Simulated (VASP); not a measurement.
Set up this calculation in VASP 6.6.1, as the native input.

| Item | Value |
| --- | --- |
| Task | single point |
| Functional | PBEsol |
| Potentials or basis | VASP PAW PBE potentials, release 64 (Ge_d) |
| Cutoff | 520 eV |
| k mesh | 9 × 9 × 9 |
| Occupations | fermi-dirac, width 0.05 eV |
| Spin | no spin polarisation |
| Dipole correction | no |
| Further INCAR settings | ALGO = Normal; EDIFF = 1e-06; NBANDS = 21 |

The structure of Ge lies in POSCAR:

```
Ge
1.0
    0.0000000000      2.7648686527      2.7648686527
    2.7648686527      0.0000000000      2.7648686527
    2.7648686527      2.7648686527      0.0000000000
Ge
2
Direct
    0.5000000000      0.5000000000      0.5000000000
    0.7500000000      0.7500000000      0.7500000000
```

This cell differs from its parent crystal: volume scaled by 0.92.

These files were run (other wordings do the same):

INCAR

```
ALGO = Normal
EDIFF = 1E-6
ENCUT = 520
GGA = PS
ISIF = 2
ISMEAR = -1
LASPH = True
LCHARG = True
LELF = True
LREAL = False
LVHAR = True
LWAVE = False
NBANDS = 21
NELM = 60
PREC = Accurate
SIGMA = 0.05
```

KPOINTS

```
k-points
0
Gamma
  9 9 9
```

Potentials or basis: VASP PAW PBE potentials, release 64 (Ge_d).

Launch:

```bash
$ cat potpaw_PBE.64/Ge_d/POTCAR > POTCAR
$ mpirun -np 1 vasp_std > vasp.out
```

It gave:

```json
{
 "Pressure": "6.2 GPa",
 "Band gap on the k mesh": "0.37 eV, indirect (least direct gap 0.63 eV)"
}
```

Caveat: the PAW data sets were made with another functional, which shifts forces and pressure a little.

It took 18 s on 1 thread of AMD EPYC 9R45 96-Core Processor (Zen 5) (shared host), peak memory 0.14 GiB.
